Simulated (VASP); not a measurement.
Set up this calculation in VASP 6.6.1, as the native input.

```
Task                   : single point
Functional             : PBE
Potentials or basis    : VASP PAW PBE potentials, release 64 (Hf_pv, O)
Cutoff                 : 520 eV
k mesh                 : 2 × 2 × 2, shifted
Occupations            : gaussian, width 0.01 eV
Spin                   : no spin polarisation
Dipole correction      : no
Further INCAR settings : LREAL = Auto; ALGO = Normal; EDIFF = 1e-07; NBANDS = 206
```

The structure of HfO2 lies in POSCAR:

```
HfO2
1.0
    4.2677684273     -5.2122247822      5.2713767587
   -4.2677684273     -5.2122247822     -5.2713767587
    6.0540149162      5.2122247822     -5.2821079556
Hf O
16 32
Direct
    0.4093334430      0.9172836963      0.7836832856
    0.9093334430      0.9172836963      0.2836832856
    0.9093334430      0.4172836963      0.7836832856
    0.4093334430      0.4172836963      0.2836832856
    0.3836004107      0.6256501575      0.9663167144
    0.8836004107      0.6256501575      0.4663167144
    0.8836004107      0.1256501575      0.9663167144
    0.3836004107      0.1256501575      0.4663167144
    0.5906665570      0.0827163037      0.2163167144
    0.0906665570      0.0827163037      0.7163167144
    0.0906665570      0.5827163037      0.2163167144
    0.5906665570      0.5827163037      0.7163167144
    0.6163995893      0.3743498425      0.0336832856
    0.1163995893      0.3743498425      0.5336832856
    0.1163995893      0.8743498425      0.0336832856
    0.6163995893      0.8743498425      0.5336832856
    0.3531975133      0.6402784104      0.7362605332
    0.8531975133      0.6402784104      0.2362605332
    0.8531975133      0.1402784104      0.7362605332
    0.3531975133      0.1402784104      0.2362605332
    0.6540178772      0.1169369801      0.0137394668
    0.1540178772      0.1169369801      0.5137394668
    0.1540178772      0.6169369801      0.0137394668
    0.6540178772      0.6169369801      0.5137394668
    0.6468024867      0.3597215896      0.2637394668
    0.1468024867      0.3597215896      0.7637394668
    0.1468024867      0.8597215896      0.2637394668
    0.6468024867      0.8597215896      0.7637394668
    0.3459821228      0.8830630199      0.9862605332
    0.8459821228      0.8830630199      0.4862605332
    0.8459821228      0.3830630199      0.9862605332
    0.3459821228      0.3830630199      0.4862605332
    0.3692315457      0.1614664545      0.8593649105
    0.8692315457      0.1614664545      0.3593649105
    0.8692315457      0.6614664545      0.8593649105
    0.3692315457      0.6614664545      0.3593649105
    0.5521015439      0.0098666352      0.3906350895
    0.0521015439      0.0098666352      0.8906350895
    0.0521015439      0.5098666352      0.3906350895
    0.5521015439      0.5098666352      0.8906350895
    0.6307684543      0.8385335455      0.1406350895
    0.1307684543      0.8385335455      0.6406350895
    0.1307684543      0.3385335455      0.1406350895
    0.6307684543      0.3385335455      0.6406350895
    0.4478984561      0.9901333648      0.6093649105
    0.9478984561      0.9901333648      0.1093649105
    0.9478984561      0.4901333648      0.6093649105
    0.4478984561      0.4901333648      0.1093649105
```

The input as run:

INCAR

```
PREC = Accurate
ENCUT = 520
EDIFF = 1E-7
ISMEAR = 0
SIGMA = 0.01
LREAL = Auto
LASPH = T
NELM = 80
ALGO = Normal
ISIF = 2
LWAVE = F
LCHARG = T
GGA = PE
LVHAR = T
NBANDS = 206
KPAR = 2
NCORE = 2
```

KPOINTS

```
Automatic mesh
0
Gamma
  2 2 2
  0.5 0.5 0.5
```

Potentials or basis: VASP PAW PBE potentials, release 64 (Hf_pv, O).

Command:

```bash
$ cat potpaw_PBE.64/Hf_pv/POTCAR potpaw_PBE.64/O/POTCAR > POTCAR
$ mpirun -np 4 vasp_std > vasp.out
```

It gave:

```yaml
Pressure: -3.0 GPa
Largest_force: 0.078 eV/Å
Band_gap_on_the_k_mesh: 4.14 eV
```

Caveat: the cell stands under tension; spin-orbit coupling is left out, which moves the levels of the heavy elements; a shifted mesh leaves out Γ, where band edges can lie.

Wall time 9.6 min on 4 MPI ranks on Oxide Virtual Turin-like Processor, with other jobs on the host, peak memory 0.46 GiB a rank.
